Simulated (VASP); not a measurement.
Crystal: C.

```
C
1.0
     0.00000    1.78012    1.78012
     1.78012    0.00000    1.78012
     1.78012    1.78012    0.00000
C
2
Direct
  0.00000 0.00000 0.00000
  0.25000 0.25000 0.25000
```

Program: VASP 6.6.1. Alike in all runs: task single point; potentials or basis VASP PAW PBE potentials, release 64 (C); no spin polarisation; cell as given; k mesh 8 × 8 × 8; cutoff (eV) 520; smearing gaussian 0.01 eV.

Question: Order these runs on this cell by their pressure, lowest first.
A. level PBE0; grid for exact exchange (PRECFOCK) Normal; share of exact exchange 0.25
B. level PBE
C. level r2SCAN

Answer: A (-5.0 GPa), C (1.1 GPa), B (4.9 GPa).

Caveats: the PAW data sets were made with another functional, which shifts forces and pressure a little (at least some runs); the cell stands under pressure (at least some runs); the cell stands under tension (at least some runs).
